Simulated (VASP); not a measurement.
Runs of VASP 6.6.1 on RbBr. The structure is that of space group I4/mmm (No. 139), or close to it. The cells are those of the table. 

```tsv
level	cell	k mesh	smearing	grid for exact exchange (PRECFOCK)	screening parameter	gap on the mesh (eV)	pressure (GPa)
r2SCAN	a = 4.798, b = 4.798, c = 4.621 Å, angles 61.2, 61.2, 57.6°, 2 atoms	6 × 6 × 6	gaussian 0.01 eV	-	-	5.09	2.2
r2SCAN	a = 4.894, b = 4.762, c = 4.762 Å, angles 61.8, 59.1, 59.1°, 2 atoms	6 × 6 × 6	gaussian 0.01 eV	-	-	4.96	1.2
HSE06	a = 4.894, b = 4.762, c = 4.762 Å, angles 61.8, 59.1, 59.1°, 2 atoms	4 × 4 × 4	gaussian 0.01 eV	Normal	0.2079 1/Å	(b)	1.4
HSE06	a = 4.798, b = 4.798, c = 4.621 Å, angles 61.2, 61.2, 57.6°, 2 atoms	4 × 4 × 4	gaussian 0.01 eV	Normal	0.2079 1/Å	5.66	2.4
PBE	a = 4.894, b = 4.762, c = 4.762 Å, angles 61.8, 59.1, 59.1°, 2 atoms	6 × 6 × 6	fermi-dirac 0.02 eV	-	-	4.36	1.7
PBE	a = 4.798, b = 4.798, c = 4.621 Å, angles 61.2, 61.2, 57.6°, 2 atoms	6 × 6 × 6	fermi-dirac 0.02 eV	-	-	4.48	(a)
```

Alike in all rows: task single point; potentials or basis VASP PAW PBE potentials, release 64 (Rb_sv, Br); no spin polarisation; cutoff (eV) 520.

Problem. Estimate the missing entries.

Solution. (a) 2.7; (b) 5.53.

Caveats: the PAW data sets were made with another functional, which shifts forces and pressure a little (some runs).

A k mesh can miss the band edges, and the runs leave out spin-orbit coupling on Br, Rb.
